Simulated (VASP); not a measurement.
# Ce (Fm-3m) in VASP: a series of runs

The runs below take Ce through single point, with LDA.

Everything below comes from runs of VASP 6.6.1. Logs are shortened: lines on timing, memory, paths and dates and some standing lists are left out, and cuts for length are marked.

**1. The cell of the first run**

It takes space group Fm-3m (No. 225, cubic). Conventional cell: a = 4.530 Å, b = 4.530 Å, c = 4.530 Å, α = 90.00°, β = 90.00°, γ = 90.00°. Within 4.2 Å of Ce (site symmetry m-3m) lie 12 Ce at 3.20 Å.

**2. Single point, LDA (23.24 Å³/atom)**

Input file INCAR:

```
SYSTEM = Ce
PREC = Accurate
ENCUT = 520
EDIFF = 1E-6
ISMEAR = -1
SIGMA = 0.1
LREAL = .False.
LASPH = .True.
NELM = 100
ALGO = Normal
ISIF = 2
LWAVE = .False.
LCHARG = .False.
NBANDS = 12
```

Input file KPOINTS:

```
Automatic mesh
0
Gamma
  16 16 16
  0 0 0
```

Input file POSCAR:

```
Ce
1.0
    0.0000000000      2.2649298204      2.2649298204
    2.2649298204      0.0000000000      2.2649298204
    2.2649298204      2.2649298204      0.0000000000
Ce
1
Direct
    0.0000000000      0.0000000000      0.0000000000
```

Potentials or basis: VASP PAW LDA potentials, release 64 (Ce).

On the command line:

```
$ cat potpaw_LDA.64/Ce/POTCAR > POTCAR
$ mpirun -np 1 vasp_std > vasp.out
```

OUTCAR:

```text
SYSTEM = Ce
   PREC = Accurate
   ENCUT = 520
   EDIFF = 1E-6
   ISMEAR = -1
   LREAL = .False.
   LASPH = .True.
   NELM = 100
   ISIF = 2

 ion  position               nearest neighbor table
   1  0.000  0.000  0.000-

  LATTYP: Found a face centered cubic cell.
 ALAT       =     4.5298596408

  Lattice vectors:

 A1 = (   0.0000000000,   2.2649298204,   2.2649298204)
 A2 = (   2.2649298204,   0.0000000000,   2.2649298204)
 A3 = (   2.2649298204,   2.2649298204,   0.0000000000)

Analysis of symmetry for initial positions (statically):
=====================================================================
 Subroutine PRICEL returns:
 Original cell was already a primitive cell.

 Routine SETGRP: Setting up the symmetry group for a
 face centered cubic supercell.

 Subroutine GETGRP returns: Found 48 space group operations
 (whereof 48 operations were pure point group operations)
 out of a pool of 48 trial point group operations.

The static configuration has the point symmetry O_h .

Analysis of symmetry for dynamics (positions and initial velocities):
=====================================================================
 Subroutine PRICEL returns:
 Original cell was already a primitive cell.

 Routine SETGRP: Setting up the symmetry group for a
 face centered cubic supercell.

 Subroutine GETGRP returns: Found 48 space group operations
 (whereof 48 operations were pure point group operations)
 out of a pool of 48 trial point group operations.

The dynamic configuration has the point symmetry O_h .

 Subroutine INISYM returns: Found 48 space group operations
 (whereof 48 operations are pure point group operations),
 and found     1 'primitive' translations

----------------------------------------------------------------------------------------

                                     Primitive cell

  volume of cell :      23.2378

  direct lattice vectors                    reciprocal lattice vectors
     0.000000000  2.264929820  2.264929820    -0.220757392  0.220757392  0.220757392
     2.264929820  0.000000000  2.264929820     0.220757392 -0.220757392  0.220757392
     2.264929820  2.264929820  0.000000000     0.220757392  0.220757392 -0.220757392

  length of vectors
     3.203094470  3.203094470  3.203094470     0.382363019  0.382363019  0.382363019

  position of ions in fractional coordinates (direct lattice)
     0.000000000  0.000000000  0.000000000

  ion indices of the primitive-cell ions
   primitive index   ion index
                 1           1

----------------------------------------------------------------------------------------

 KPOINTS: Automatic mesh

Automatic generation of k-mesh.
 Grid dimensions read from file:
 generate k-points for:   16   16   16

 Generating k-lattice:

  Cartesian coordinates                     Fractional coordinates (reciprocal lattice)
    -0.013797337  0.013797337  0.013797337     0.062500000  0.000000000  0.000000000
     0.013797337 -0.013797337  0.013797337     0.000000000  0.062500000  0.000000000
     0.013797337  0.013797337 -0.013797337     0.000000000  0.000000000  0.062500000

  Length of vectors
     0.023897689  0.023897689  0.023897689

  Shift w.r.t. Gamma in fractional coordinates (k-lattice)
     0.000000000  0.000000000  0.000000000

 Subroutine IBZKPT returns following result:
 ===========================================

 Found    145 irreducible k-points:

 Following reciprocal coordinates:
            Coordinates               Weight
  0.000000  0.000000  0.000000      1.000000
  0.062500  0.000000  0.000000      8.000000
  0.125000  0.000000  0.000000      8.000000
  0.187500  0.000000  0.000000      8.000000
  0.250000  0.000000  0.000000      8.000000
  0.312500  0.000000  0.000000      8.000000
[... 16 lines left out ...]
 -0.125000  0.062500  0.000000     24.000000
 -0.062500  0.062500  0.000000     12.000000
 [... further k-points ...]
   k-points           NKPTS =    145   k-points in BZ     NKDIM =    145   number of bands    NBANDS=     12
   number of dos      NEDOS =    301   number of ions     NIONS =      1
   total plane-waves  NPLWV =  13824
   dimension x,y,z NGX =    24 NGY =   24 NGZ =   24
   dimension x,y,z NGXF=    48 NGYF=   48 NGZF=   48
   ions per type =               1
   NGX,Y,Z   is equivalent  to a cutoff of  12.46, 12.46, 12.46 a.u.
   NGXF,Y,Z  is equivalent  to a cutoff of  24.91, 24.91, 24.91 a.u.
 SYSTEM =  Ce
   PREC   = accura    normal or accurate (medium, high low for compatibility)
   ISTART =      0    job   : 0-new  1-cont  2-samecut
   ICHARG =      2    charge: 1-file 2-atom 10-const
   ISPIN  =      1    spin polarized calculation?
   LNONCOLLINEAR =      F non collinear calculations
   LSORBIT =      F    spin-orbit coupling
   LASPH  =      T    aspherical Exc in radial PAW
   ENCUT  =  520.0 eV  38.22 Ry    6.18 a.u.   5.96  5.96  5.96*2*pi/ulx,y,z
   NELM   =    100;   NELMIN=  2; NELMDL= -5     # of ELM steps
   EDIFF  = 0.1E-05   stopping-criterion for ELM
   LREAL  =      F    real-space projection
   EDIFFG = 0.1E-04   stopping-criterion for IOM
   NSW    =      0    number of steps for IOM
   IBRION =     -1    ionic relax: 0-MD 1-quasi-New 2-CG
   NFREE  =      0    steps in history (QN), initial steepest desc. (CG)
   ISIF   =      2    stress and relaxation
   ISYM   =      2    0-nonsym 1-usesym 2-fastsym
   POTIM  = 0.5000    time-step for ionic-motion
   TEBEG  =    0.0;   TEEND  =   0.0 temperature during run
   PSTRESS=    0.0 pullay stress
   NELECT =      12.0000    total number of electrons
   NUPDOWN=      -1.0000    fix difference up-down
   EMIN   =  10.00;   EMAX   =-10.00  energy-range for DOS
   EFERMI =   0.00;   METHOD = LEGACY
   ISMEAR =    -1;   SIGMA  =   0.10  broadening in eV -4-tet -1-fermi 0-gaus
   EFERMI_NEDOS =   21; number of points for ismear=-14 and -15
   IALGO  =     38    algorithm
   IMIX   =      4    mixing-type and parameters
     AMIX     =   0.40;   BMIX     =  1.00
     AMIX_MAG =   1.60;   BMIX_MAG =  1.00
  volume/ion in A,a.u.               =      23.24       156.82
  Fermi-wavevector in a.u.,A,eV,Ry     =   1.313421  2.482005 23.471053  1.725074
  Thomas-Fermi vector in A             =   2.443745
   LORBIT       =      0    0 simple, 1 ext, 2 COOP (PROOUT), +10 PAW based schemes
   GGA     = CA    functional components
   LHFCALC =     F    Hartree Fock is set to
   AEXX    =    0.0000 exact exchange contribution
   IVDW    =     0    specifies the selected vdW correction
   LEPSILON=     F    determine dielectric tensor
   LRPA    =     F    only Hartree local field effects (RPA)
 non-spin polarized calculation
  energy-cutoff  :      520.00
  volume of cell :       23.24
 maximum number of plane-waves:       639
   NGX = 11   NGY = 11   NGZ = 11

 number of electron      12.0000000 magnetization

 Free energy of the ion-electron system (eV)
  ---------------------------------------------------
  ext. energy  EPLUGINS =         0.00000000
  ---------------------------------------------------
  free energy    TOTEN  =        -6.93734418 eV

  energy without entropy =       -6.85639437  energy(sigma->0) =       -6.89686927

 E-fermi :  10.6513     XC(G=0): -12.1424

 val. band max:       10.6353049332   @ k =  -0.2500   0.0625   0.0000
 cond. band min:      10.6549354407   @ k =  -0.2500   0.5000   0.2500
 fundamental gap:      0.0196305076
 Fermi energy:        10.6513067906

 k-point     1 :       0.0000    0.0000    0.0000
  band No.  band energies     occupation
      1     -24.1396      2.00000
      2      -4.6417      2.00000
      3      -4.6417      2.00000
      4      -4.6417      2.00000
      5       8.2409      2.00000
      6      10.3237      1.92722
      7      11.0856      0.02566
      8      11.0856      0.02566
      9      11.0856      0.02566
     10      12.0162      0.00000
     11      12.0162      0.00000
     12      12.0162      0.00000

 k-point     2 :       0.0625    0.0000    0.0000
  band No.  band energies     occupation
      1     -24.1111      2.00000
      2      -4.8335      2.00000
      3      -4.6625      2.00000
      4      -4.6625      2.00000
      5       8.4568      2.00000
      6      10.2515      1.96397
      7      11.0646      0.03156
      8      11.0923      0.02401
      9      11.0923      0.02401
     10      11.8292      0.00002
     11      11.8292      0.00002
     12      12.0173      0.00000

 k-point     3 :       0.1250    0.0000    0.0000
  band No.  band energies     occupation
      1     -24.0285      2.00000
      2      -5.3509      2.00000
      3      -4.7208      2.00000
      4      -4.7208      2.00000
      5       8.9564      2.00000
      6      10.1483      1.98701
      7      11.0042      0.05698
      8      11.1128      0.01961
      9      11.1128      0.01961
     10      11.6134      0.00013
     11      11.6134      0.00013
     12      12.0205      0.00000

 k-point     4 :       0.1875    0.0000    0.0000
  band No.  band energies     occupation
      1     -23.9014      2.00000
      2      -6.0631      2.00000
      3      -4.8063      2.00000
      4      -4.8063      2.00000
      5       9.1850      2.00000
      6      10.4297      1.80336
      7      10.9178      0.13014
      8      11.1471      0.01395
      9      11.1471      0.01395
     10      11.4614      0.00061
     11      11.4614      0.00061
     12      12.0253      0.00000

 k-point     5 :       0.2500    0.0000    0.0000
  band No.  band energies     occupation
      1     -23.7455      2.00000
      2      -6.8327      2.00000
      3      -4.9046      2.00000
      4      -4.9046      2.00000
      5       9.0047      2.00000
      6      10.7416      0.57688
      7      11.0541      0.03501
      8      11.1881      0.00928
      9      11.1881      0.00928
     10      11.3768      0.00141
     11      11.3768      0.00141
     12      12.0310      0.00000
[... 228 lines left out ...]
      1     -23.6715      2.00000
      2      -7.0799      2.00000
      3      -5.1360      2.00000
      4      -4.8816      2.00000
      5       9.0926      2.00000
      6      10.6353      1.07984
      7      11.0238      0.04710
      8      11.1775      0.01032
      9      11.3205      0.00248
     10      11.3295      0.00226
     11      11.4750      0.00053
     12      11.9829      0.00000

 k-point    22 :      -0.1875    0.0625    0.0000
  band No.  band energies     occupation
      1     -23.8301      2.00000
      2      -6.3452      2.00000
      3      -5.0230      2.00000
      4      -4.7826      2.00000
      5       9.3200      2.00000
      6      10.5146      1.59388
      7      10.8216      0.30820
      8      11.1398      0.01501
      9      11.2344      0.00586
     10      11.3808      0.00136
     11      11.5008      0.00041
     12      11.9840      0.00000

 k-point    23 :      -0.1250    0.0625    0.0000
  band No.  band energies     occupation
      1     -23.9670      2.00000
      2      -5.6367      2.00000
      3      -4.8990      2.00000
      4      -4.7050      2.00000
      5       9.2854      2.00000
      6      10.0813      1.99333
      7      10.9279      0.11840
      8      11.1076      0.02065
      9      11.1751      0.01057
     10      11.5085      0.00038
     11      11.5869      0.00017
     12      11.9859      0.00000

 k-point    24 :      -0.0625    0.0625    0.0000
  band No.  band energies     occupation
      1     -24.0646      2.00000
      2      -5.0907      2.00000
      3      -4.7718      2.00000
      4      -4.6624      2.00000
      5       8.7848      2.00000
      6      10.1475      1.98711
      7      11.0159      0.05086
      8      11.0920      0.02408
      9      11.1282      0.01683
     10      11.6829      0.00007
     11      11.7124      0.00005
     12      11.9963      0.00000

 [... further k-points ...]

------------------------ aborting loop because EDIFF is reached ----------------------------------------

  FORCE on cell =-STRESS in cart. coord.  units (eV):
  Direction    XX          YY          ZZ          XY          YZ          ZX
  --------------------------------------------------------------------------------------
  -------------------------------------------------------------------------------------
  Total       -0.0824282     -0.0824282     -0.0824282      0.0000000      0.0000000      0.0000000
  in kB       -5.6831924     -5.6831924     -5.6831924      0.0000000      0.0000000      0.0000000
  external PRESSURE =      -5.6831924 kB  Pullay stress =       0.0000000 kB

 VOLUME and BASIS-vectors are now :
 -----------------------------------------------------------------------------
  energy-cutoff  :      520.00
  volume of cell :       23.24
      direct lattice vectors                 reciprocal lattice vectors
     0.000000000  2.264929820  2.264929820    -0.220757392  0.220757392  0.220757392
     2.264929820  0.000000000  2.264929820     0.220757392 -0.220757392  0.220757392
     2.264929820  2.264929820  0.000000000     0.220757392  0.220757392 -0.220757392

 POSITION                                       TOTAL-FORCE (eV/Angst)
 -----------------------------------------------------------------------------------
      0.00000      0.00000      0.00000         0.000000      0.000000      0.000000
 -----------------------------------------------------------------------------------
    total drift:                                0.000000      0.000000     -0.000000

  FREE ENERGIE OF THE ION-ELECTRON SYSTEM (eV)
  ---------------------------------------------------
  free  energy   TOTEN  =        -6.9373441750 eV

  energy  without entropy=       -6.8563943746  energy(sigma->0) =       -6.89686927
```

It took 26 s on 1 thread of Intel Xeon Platinum 8259CL at 2.50GHz (Skylake/Cascade Lake), shared host; peak memory 0.17 GiB.

What came out:

* Free energy: -6.9373 eV
* Pressure: -0.6 GPa
* Band gap on the k mesh: zero (bands 6 and 7 overlap by 0.41 eV)

Caveat: spin-orbit coupling is left out, which moves the levels of the heavy elements; semilocal functionals describe open f shells poorly, which spoils levels, moments and volumes.

**3. Single point, LDA (24.17 Å³/atom)**

This run uses another cell than the first one, of 24.17 Å³/atom.

Input file INCAR:

```
SYSTEM = Ce
PREC = Accurate ; ENCUT = 520
EDIFF = 1E-6 ; ISMEAR = -1
SIGMA = 0.1 ; LREAL = .FALSE.
LASPH = .TRUE. ; NELM = 80
ALGO = Normal ; ISIF = 2
LWAVE = .FALSE. ; LCHARG = .FALSE.
NBANDS = 12
```

Input file KPOINTS:

```
regular mesh
0
G
  16 16 16
  0 0 0
```

Input file POSCAR:

```
Ce
1.0
    0.0000000000      2.2947349466      2.2947349466
    2.2947349466      0.0000000000      2.2947349466
    2.2947349466      2.2947349466      0.0000000000
Ce
1
Direct
    0.0000000000      0.0000000000      0.0000000000
```

Potentials or basis: VASP PAW LDA potentials, release 64 (Ce).

On the command line:

```
$ cat potpaw_LDA.64/Ce/POTCAR > POTCAR
$ mpirun -np 1 vasp_std > vasp.out
```

Wall time 28 s (1 thread of Intel Xeon Platinum 8259CL at 2.50GHz (Skylake/Cascade Lake), shared host); peak memory 0.17 GiB.

Results (log left out):

| Property | Result |
| --- | --- |
| Free energy | -6.9296 eV |
| Pressure | -2.5 GPa |
| Band gap on the k mesh | zero (bands 6 and 7 overlap by 0.36 eV) |

Levels at points of the mesh, in eV from the Fermi level:
| k point | band 3 | band 4 | band 5 | band 6 | band 7 | band 8 | band 9 | band 10 |
| --- | --- | --- | --- | --- | --- | --- | --- | --- |
| (0.00, 0.00, 0.00) | -15.43 | -15.43 | -2.56 | -0.27 | 0.43 | 0.43 | 0.43 | 1.29 |
| (0.50, 0.00, 0.00) | -15.89 | -15.89 | -2.18 | -0.18 | 0.50 | 0.50 | 0.90 | 1.12 |
| (0.50, 0.50, 0.00) | -16.75 | -16.75 | -3.22 | -2.57 | 0.55 | 0.70 | 0.70 | 0.83 |

Caveat: spin-orbit coupling is left out, which moves the levels of the heavy elements; semilocal functionals describe open f shells poorly, which spoils levels, moments and volumes.

**4. Single point, LDA (25.10 Å³/atom)**

This run uses another cell than the first one, of 25.10 Å³/atom.

Input file INCAR:

```
SYSTEM = Ce
PREC     = Accurate       ! precision mode
ENCUT    = 520            ! plane-wave cutoff, eV
EDIFF    = 1E-6           ! SCF threshold, eV
ISMEAR   = -1             ! smearing method
SIGMA    = 0.1            ! smearing width, eV
LREAL    = .False.        ! projectors in reciprocal space
LASPH    = .True.         ! aspherical terms in the spheres
NELM     = 100            ! most SCF steps
ALGO     = Normal         ! electronic algorithm
ISIF     = 2              ! what is computed and relaxed
LWAVE    = .False.        ! write WAVECAR
LCHARG   = .False.        ! write CHGCAR
NBANDS   = 12             ! bands
```

Input file KPOINTS:

```
regular mesh
0
Gamma
  16 16 16
  0 0 0
```

Input file POSCAR:

```
Ce
1.0
    0.0000000000      2.3237853083      2.3237853083
    2.3237853083      0.0000000000      2.3237853083
    2.3237853083      2.3237853083      0.0000000000
Ce
1
Direct
    0.0000000000      0.0000000000      0.0000000000
```

On the command line:

```
$ cat potpaw_LDA.64/Ce/POTCAR > POTCAR
$ mpirun -np 1 vasp_std > vasp.out
```

It took 27 s on 1 thread of Intel Xeon Platinum 8259CL at 2.50GHz (Skylake/Cascade Lake), shared host; peak memory 0.17 GiB.

It converged, with:

```yaml
Free_energy: -6.9121 eV
Pressure: -4.0 GPa
Band_gap_on_the_k_mesh: zero (bands 6 and 7 overlap by 0.41 eV)
```

Levels at points of the mesh, in eV from the Fermi level:
```
           k point  band 4  band 5  band 6  band 7  band 8  band 9
(0.00, 0.00, 0.00)  -15.56   -2.69   -0.22    0.42    0.42    0.42
(0.50, 0.00, 0.00)  -15.98   -2.12   -0.13    0.48    0.48    0.86
(0.50, 0.50, 0.00)  -16.76   -3.05   -2.40    0.53    0.66    0.66
```

Caveat: the cell stands under tension; spin-orbit coupling is left out, which moves the levels of the heavy elements; semilocal functionals describe open f shells poorly, which spoils levels, moments and volumes. Spin polarisation is off, so any magnetic state and its effect on volume and gap are missing.

**5. Summary**

```tsv
cell	gap on the mesh (eV)	pressure (GPa)
a = 3.203 Å, angles 60.0°, 1 atom	none	-0.6
a = 3.245 Å, angles 60.0°, 1 atom	none	-2.5
a = 3.286 Å, angles 60.0°, 1 atom	none	-4.0
```

Alike in all rows: task single point; level LDA; potentials or basis VASP PAW LDA potentials, release 64 (Ce); no spin polarisation; k mesh 16 × 16 × 16; cutoff (eV) 520; smearing fermi-dirac 0.1 eV.

Caveats: spin-orbit coupling is left out, which moves the levels of the heavy elements; semilocal functionals describe open f shells poorly, which spoils levels, moments and volumes; the cell stands under tension (at least some runs).

Total energies depend on the potentials used, so only differences within one code and one set of settings carry meaning.
